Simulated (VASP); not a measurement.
## Ag: relaxation of cell and atoms with PBEsol

The system is Ag.

```
Ag
1.0
     0.00000    2.04275    2.04275
     2.04275    0.00000    2.04275
     2.04275    2.04275    0.00000
Ag
1
Direct
  0.00000 0.00000 0.00000
```

```json
{"Program": "VASP 6.6.1", "Task": "relaxation of cell and atoms", "Functional": "PBEsol", "Potentials or basis": "VASP PAW PBE potentials, release 64 (Ag)", "Cutoff": "600 eV", "k mesh": "11 × 11 × 11", "Occupations": "fermi-dirac, width 0.05 eV", "Spin": "no spin polarisation", "Target pressure": "5 GPa", "Dipole correction": "no", "Further INCAR settings": "ALGO = Normal; EDIFF = 1e-06; IBRION = 2; EDIFFG = -0.02; NSW = 80; ISIF = 3"}
```

```json
{
  "Relaxed volume": "15.98 Å³/atom",
  "Relaxed cell": "a = 2.827 Å, b = 2.827 Å, c = 2.827 Å, α = 60.00°, β = 60.00°, γ = 60.00°",
  "Space group after relaxing (to 0.05 Å)": "Fm-3m (No. 225)",
  "Energy change on relaxing (the enthalpy is what falls)": "+4.0 meV/atom",
  "Ionic steps": "3",
  "Pressure after relaxing": "4.9 GPa"
}
```

The path:
```
step  energy change (eV)  largest force (eV/Å)  pressure (GPa)  volume (Å³)
   1              0.0000                0.0000           -3.10        17.05
   2              0.0655                0.0000           16.01        15.01
   3              0.0040                0.0000            4.89        15.98
```

Final structure:
```
CELL_PARAMETERS angstrom
0.00000 1.99934 1.99934
1.99934 0.00000 1.99934
1.99934 1.99934 0.00000
ATOMIC_POSITIONS crystal
Ag 0.00000 0.00000 0.00000
```

Levels at points of the mesh, in eV from the Fermi level:
| k point | band 4 | band 5 | band 6 | band 7 | band 8 | band 9 |
| --- | --- | --- | --- | --- | --- | --- |
| (0.00, 0.00, 0.00) | -5.19 | -4.02 | -4.02 | 15.94 | 19.90 | 19.90 |

Wall time 32 s on 1 thread of AMD EPYC 7R43 64-Core Processor (Zen 3), on a shared host, peak memory 0.12 GiB.

Caveat: the cell is relaxed towards a set pressure, so the enthalpy falls and the energy may rise; the PAW data sets were made with another functional, which shifts forces and pressure a little.
